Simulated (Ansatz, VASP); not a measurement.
## Se: VASP beside Ansatz

File INCAR:

```
SYSTEM = Se
  PREC = Accurate
  ENCUT = 520
  EDIFF = 1E-7
  ISMEAR = -1
  SIGMA = 0.03
  LREAL = .False.
  LASPH = .True.
  NELM = 100
  ALGO = Normal
  ISIF = 2
  LWAVE = .False.
  LCHARG = .False.
  GGA = PS
  NBANDS = 16
```

File KPOINTS:

```
regular mesh
0
Gamma
  6 6 5
  0 0 0
```

File POSCAR:

```
Se
1.0
    4.3661999489      0.0436619995      0.0436619995
   -2.1452875738      3.7594090740      0.0159814010
    0.0495360000      0.0495360000      4.9536000000
Se
3
Direct
    0.2254000000      0.0000000000      0.3333333333
    0.0000000000      0.2254000000      0.6666666667
    0.7746000000      0.7746000000      0.0000000000
```

Input for Ansatz:

```yaml
crystal:
  lattice:
    - [4.3661999489, 0.0436619995, 0.0436619995]
    - [-2.1452875738, 3.759409074, 0.015981401]
    - [0.049536, 0.049536, 4.9536]
  atoms:
    - { symbol: Se, position: [0.2254, 0.0, 0.3333333333] }
    - { symbol: Se, position: [0.0, 0.2254, 0.6666666667] }
    - { symbol: Se, position: [0.7746, 0.7746, 0.0] }
kpoints:
  mp_grid: { grid: [6, 6, 5] }
  band_path:
    path:
      - [0.0, 0.0, 0.0]
      - [0.0, -0.5, 0.0]
      - [0.0, 0.0, 0.5]
      - [0.0, 0.0, 0.0]
      - [-0.5, 0.0, 0.0]
      - [-0.5, 0.5, -0.5]
      - [0.0, 0.0, 0.0]
      - [-0.5, 0.0, -0.5]
      - [-0.5, 0.5, 0.0]
    npoints: 5
scf:
  occupations: { method: fermi_dirac, width: 0.03 }
hamiltonian:
  xc: pbesol
  pseudopotentials: { kind: all_electron, lapw: { basis_error: 0.001 } }
output:
  forces: true
  stress: true
  eigenvalues: true
```

Change from the starting cell: equal xy, yz and zx shear strains of +2 %.

Alike in both runs: task single point; functional PBEsol; k mesh 6 × 6 × 5; occupations fermi-dirac, width 0.03 eV; no spin polarisation.

|  | VASP | Ansatz |
| --- | --- | --- |
| version | VASP 6.6.1 | Ansatz 0.2.0 |
| potentials or method | VASP PAW PBE potentials, release 64 (Se), cutoff 520 eV | all-electron LAPW, scalar-relativistic |

|  | VASP | Ansatz | Ansatz less VASP |
| --- | --- | --- | --- |
| pressure (GPa) | 0.5 | 0.3 | -0.20 |
| traceless stress, the component that is largest in VASP (GPa) | -1.34 | -1.33 | +0.019 |
| rms of the force components (eV/Å) | 0.277 | 0.253 | -0.0237 |

VASP's potentials were made for PBE, not for PBEsol. Atom by atom the forces differ by 0.030 eV/Å (rms over components). Ansatz ran all-electron here, and VASP with PAW potentials.
